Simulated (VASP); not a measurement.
# Bi (Immm) in VASP: notebook, part 2 of 2

VASP 6.6.1. Earlier steps stand in the parts before.

### 5 Single point, PBE+D3(BJ)

Contents of INCAR:

```
PREC     = Accurate       # precision mode
ENCUT    = 520            # plane-wave cutoff, eV
EDIFF    = 1E-7           # SCF threshold, eV
ISMEAR   = 0              # smearing method
SIGMA    = 0.15           # smearing width, eV
LREAL    = F              # projectors in reciprocal space
LASPH    = T              # aspherical terms in the spheres
NELM     = 100            # most SCF steps
ALGO     = Fast           # electronic algorithm
ISIF     = 2              # what is computed and relaxed
LWAVE    = F              # write WAVECAR
LCHARG   = T              # write CHGCAR
GGA      = PE             # functional
IVDW     = 12             # dispersion correction
LELF     = T              # ELF
LVHAR    = T            
NBANDS   = 14             # bands
```

Contents of KPOINTS:

```
Automatic mesh
0
Gamma
  16 16 16
```

Contents of POSCAR:

```
Bi
1.0
   -1.8467995236      2.1407198722      1.8908875759
    1.8467995236     -2.1407198722      1.8908875759
    1.8467995236      2.1407198722     -1.8908875759
Bi
1
Direct
    0.0000000000      0.0000000000      0.0000000000
```

Potentials or basis: VASP PAW PBE potentials, release 64 (Bi_d).

Command:

```console
cat potpaw_PBE.64/Bi_d/POTCAR > POTCAR
mpirun -np 1 vasp_std > vasp.out
```

OUTCAR:

```text
PREC = Accurate
   ENCUT = 520
   EDIFF = 1E-7
   ISMEAR = 0
   LREAL = F
   LASPH = T
   NELM = 100
   ISIF = 2
   GGA = PE
   IVDW = 12
 IVDW          = 12

 ion  position               nearest neighbor table
   1  0.000  0.000  0.000-

  LATTYP: Found a body centered orthorhombic cell.
 ALAT       =     3.6935990472
 B/A-ratio  =     1.0238726791
 C/A-ratio  =     1.1591511936

  Lattice vectors:

 A1 = (  -1.8467995236,  -2.1407198722,   1.8908875759)
 A2 = (   1.8467995236,  -2.1407198722,  -1.8908875759)
 A3 = (   1.8467995236,   2.1407198722,   1.8908875759)

Analysis of symmetry for initial positions (statically):
=====================================================================
 Subroutine PRICEL returns:
 Original cell was already a primitive cell.

 Routine SETGRP: Setting up the symmetry group for a
 body centered orthorhombic supercell.

 Subroutine GETGRP returns: Found  8 space group operations
 (whereof  8 operations were pure point group operations)
 out of a pool of  8 trial point group operations.

The static configuration has the point symmetry D_2h.

Analysis of symmetry for dynamics (positions and initial velocities):
[... 173 lines left out ...]
      6      -5.3823      2.00000
      7      13.5976      0.00000
      8      13.7414      0.00000
      9      14.0101      0.00000
     10      17.9351      0.00000
     11      18.0522      0.00000
     12      19.4713      0.00000
     13      19.7243      0.00000
     14      19.9495      0.00000
[... 377 lines left out ...]
      1     -14.6474      2.00000
      2     -14.6384      2.00000
      3     -14.6001      2.00000
      4     -14.5428      2.00000
      5     -14.4936      2.00000
      6      -5.1760      2.00000
      7      11.8283      0.00000
      8      13.0903      0.00000
      9      13.6687      0.00000
     10      17.3837      0.00000
     11      18.5594      0.00000
     12      19.1279      0.00000
     13      19.7627      0.00000
     14      20.3685      0.00000

 [... further k-points ...]

------------------------ aborting loop because EDIFF is reached ----------------------------------------

 Edisp (eV)   -0.52713

 E8    (eV) :    -0.2590

  FORCE on cell =-STRESS in cart. coord.  units (eV):
  Direction    XX          YY          ZZ          XY          YZ          ZX
  --------------------------------------------------------------------------------------
  -------------------------------------------------------------------------------------
  Total       0.20587    -0.11845     0.21732     0.00000     0.00000     0.00000
  in kB      11.03083    -6.34646    11.64422     0.00000     0.00000     0.00000
  external pressure =        5.44 kB  Pullay stress =        0.00 kB

 VOLUME and BASIS-vectors are now :
 -----------------------------------------------------------------------------
  energy-cutoff  :      520.00
  volume of cell :       29.90
      direct lattice vectors                 reciprocal lattice vectors
    -1.846799524  2.140719872  1.890887576     0.000000000  0.233566291  0.264426086
     1.846799524 -2.140719872  1.890887576     0.270738645  0.000000000  0.264426086
     1.846799524  2.140719872 -1.890887576     0.270738645  0.233566291  0.000000000

 POSITION                                       TOTAL-FORCE (eV/Angst)
 -----------------------------------------------------------------------------------
      0.00000      0.00000      0.00000         0.000000      0.000000      0.000000
 -----------------------------------------------------------------------------------
    total drift:                               -0.000000     -0.000000     -0.000000

  FREE ENERGIE OF THE ION-ELECTRON SYSTEM (eV)
  ---------------------------------------------------
  free  energy   TOTEN  =        -4.2500093150 eV

  energy  without entropy=       -4.2419242966  energy(sigma->0) =       -4.24596681
```

OSZICAR:

```text
N       E                     dE             d eps       ncg     rms          rms(c)
DAV:   1     0.114510584380E+03    0.11451E+03   -0.76791E+03 17574   0.125E+03
DAV:   2     0.290803161223E+01   -0.11160E+03   -0.10794E+03 18882   0.343E+02
DAV:   3    -0.357152243954E+01   -0.64796E+01   -0.64541E+01 21984   0.793E+01
DAV:   4    -0.372036504960E+01   -0.14884E+00   -0.14881E+00 21502   0.128E+01
DAV:   5    -0.372696048099E+01   -0.65954E-02   -0.65953E-02 24976   0.246E+00    0.452E-01
RMM:   6    -0.372330339730E+01    0.36571E-02   -0.59036E-03 21160   0.908E-01    0.271E-01
RMM:   7    -0.372273830525E+01    0.56509E-03   -0.52482E-03 21387   0.753E-01    0.784E-02
RMM:   8    -0.372284959346E+01   -0.11129E-03   -0.10508E-03 24145   0.424E-01    0.119E-02
RMM:   9    -0.372287596557E+01   -0.26372E-04   -0.27681E-04 27064   0.160E-01    0.871E-03
RMM:  10    -0.372287855677E+01   -0.25912E-05   -0.53472E-05 24523   0.102E-01    0.243E-03
RMM:  11    -0.372288029241E+01   -0.17356E-05   -0.26516E-05 30030   0.472E-02    0.171E-03
RMM:  12    -0.372288065726E+01   -0.36485E-06   -0.33128E-06 26667   0.160E-02    0.197E-03
RMM:  13    -0.372288060590E+01    0.51368E-07   -0.47062E-07 16217   0.640E-03
   1 F= -.42500093E+01 E0= -.42459668E+01  d E =-.808502E-02
```

stdout:

```text
POSCAR found type information on POSCAR Bi
 POSCAR found :  1 types and       1 ions
 scaLAPACK will be used
 LDA part: xc-table for (Slater+PW92), standard interpolation
 POSCAR, INCAR and KPOINTS ok, starting setup
 FFT: planning ... GRIDC
 FFT: planning ... GRID_SOFT
 FFT: planning ... GRID
 WAVECAR not read
 entering main loop
WARNING in EDDRMM: call to ZHEGV failed, returncode =   6  3     11
WARNING in EDDRMM: call to ZHEGV failed, returncode =   6  3     13
WARNING in EDDRMM: call to ZHEGV failed, returncode =   8  4     11
WARNING in EDDRMM: call to ZHEGV failed, returncode =   6  3     10
WARNING in EDDRMM: call to ZHEGV failed, returncode =   6  3     13
WARNING in EDDRMM: call to ZHEGV failed, returncode =   6  3     12
WARNING in EDDRMM: call to ZHEGV failed, returncode =   6  3     13
WARNING in EDDRMM: call to ZHEGV failed, returncode =   8  4     13
WARNING in EDDRMM: call to ZHEGV failed, returncode =   6  3     11
WARNING in EDDRMM: call to ZHEGV failed, returncode =   6  3     13
WARNING in EDDRMM: call to ZHEGV failed, returncode =   8  4     10
WARNING in EDDRMM: call to ZHEGV failed, returncode =   8  4     13
WARNING in EDDRMM: call to ZHEGV failed, returncode =   8  4     12
WARNING in EDDRMM: call to ZHEGV failed, returncode =   8  4     12
 num prob WARNING in EDDRMM: call to ZHEGV failed, returncode =   6  3     12
WARNING in EDDRMM: call to ZHEGV failed, returncode =   8  4     11
WARNING in EDDRMM: call to ZHEGV failed, returncode =   8  4     12
 num prob WARNING in EDDRMM: call to ZHEGV failed, returncode =   6  3     12
WARNING in EDDRMM: call to ZHEGV failed, returncode =   6  3     14
WARNING in EDDRMM: call to ZHEGV failed, returncode =   6  3     12
```

Run time: 3.1 min. Hardware: 1 thread of Intel Xeon Platinum 8488C (Sapphire Rapids), shared host; peak memory 0.35 GiB.

What came out:

```
Free energy                : -4.2500 eV
Pressure                   : 0.5 GPa
Dispersion energy per atom : -0.527 eV
```

Stress tensor (GPa, compression positive):
```
 1.10  0.00  0.00
 0.00 -0.63  0.00
 0.00  0.00  1.16
```

Caveat: the cell differs from its parent crystal (strain +e along x and -e along y -0.0750, strain +e along z and -e/2 along x and y -0.0350); spin-orbit coupling is left out, which moves the levels of the heavy elements; pairwise dispersion overbinds metals, which lowers pressure and volume.

### 6 Single point, PBE+D3(BJ)

Contents of INCAR:

```
SYSTEM = Bi
PREC     = Accurate       ! precision mode
ENCUT    = 520            ! plane-wave cutoff, eV
EDIFF    = 1E-7           ! SCF threshold, eV
ISMEAR   = 0              ! smearing method
SIGMA    = 0.15           ! smearing width, eV
LREAL    = .FALSE.        ! projectors in reciprocal space
LASPH    = .TRUE.         ! aspherical terms in the spheres
NELM     = 60             ! most SCF steps
ALGO     = Fast           ! electronic algorithm
ISIF     = 2              ! what is computed and relaxed
LWAVE    = .FALSE.        ! write WAVECAR
LCHARG   = .FALSE.        ! write CHGCAR
GGA      = PE             ! functional
IVDW     = 12             ! dispersion correction
NBANDS   = 14             ! bands
```

Contents of KPOINTS:

```
Automatic mesh
0
G
  16 16 16
  0 0 0
```

Contents of POSCAR:

```
Bi
1.0
   -1.7782181090      2.0721384576      2.0280504053
    1.7782181090     -2.0721384576      2.0280504053
    1.7782181090      2.0721384576     -2.0280504053
Bi
1
Direct
    0.0000000000      0.0000000000      0.0000000000
```

Potentials or basis: VASP PAW PBE potentials, release 64 (Bi_d).

Command:

```console
cat potpaw_PBE.64/Bi_d/POTCAR > POTCAR
mpirun -np 1 vasp_std > vasp.out
```

It took 3.9 min on 1 thread of Intel Xeon Platinum 8488C (Sapphire Rapids), shared host; peak memory 0.35 GiB.

It converged, with:

- Free energy: -4.2573 eV
- Pressure: 0.8 GPa
- Dispersion energy per atom: -0.528 eV

Stress tensor (GPa, compression positive):
```
1.19 0.00 0.00
0.00 0.42 0.00
0.00 0.00 0.86
```

Levels at points of the mesh, in eV from the Fermi level:
| k point | band 4 | band 5 | band 6 | band 7 | band 8 | band 9 | band 10 | band 11 |
| --- | --- | --- | --- | --- | --- | --- | --- | --- |
| (0.00, 0.00, 0.00) | -23.02 | -22.93 | -13.85 | 4.86 | 4.88 | 6.10 | 9.17 | 10.21 |
| (0.50, 0.00, 0.00) | -22.97 | -22.88 | -10.99 | -5.53 | 2.88 | 4.96 | 7.52 | 9.34 |
| (0.00, 0.50, 0.00) | -22.92 | -22.86 | -10.25 | -5.21 | 1.16 | 2.63 | 5.47 | 6.86 |
| (0.50, 0.50, 0.00) | -22.92 | -22.86 | -10.32 | -5.26 | 1.36 | 2.92 | 5.71 | 7.15 |
| (0.50, 0.50, 0.50) | -22.89 | -22.86 | -8.53 | -2.81 | -2.49 | -0.12 | 2.91 | 4.53 |

Caveat: the cell differs from its parent crystal (strain +e along x and -e along y -0.0750, strain +e along z and -e/2 along x and y +0.0350); spin-orbit coupling is left out, which moves the levels of the heavy elements; pairwise dispersion overbinds metals, which lowers pressure and volume.

### 7 Summary

```csv
cell,further INCAR settings,gap on the mesh (eV),pressure (GPa)
"a = 3.423 Å, angles 124.4, 100.7, 104.5°, 1 atom",ALGO = Fast; EDIFF = 1e-06; NBANDS = 14,none,4.1
"a = 3.404 Å, angles 118.4, 106.5, 104.0°, 1 atom",ALGO = Fast; EDIFF = 1e-07; NBANDS = 14,none,1.2
"a = 3.404 Å, angles 112.9, 100.6, 115.3°, 1 atom",ALGO = Fast; EDIFF = 1e-06; NBANDS = 14,none,0.8
"a = 3.401 Å, angles 114.2, 102.0, 112.5°, 1 atom",ALGO = Fast; EDIFF = 1e-07; NBANDS = 14,none,0.5
"a = 3.401 Å, angles 117.0, 104.9, 106.8°, 1 atom",ALGO = Fast; EDIFF = 1e-07; NBANDS = 14,none,0.8
```

Alike in all rows: task single point; level PBE+D3(BJ); potentials or basis VASP PAW PBE potentials, release 64 (Bi_d); no spin polarisation; k mesh 16 × 16 × 16; cutoff (eV) 520; smearing gaussian 0.15 eV.

Caveats: spin-orbit coupling is left out, which moves the levels of the heavy elements; pairwise dispersion overbinds metals, which lowers pressure and volume.

Absolute energies hang on the potentials; compare differences alone.
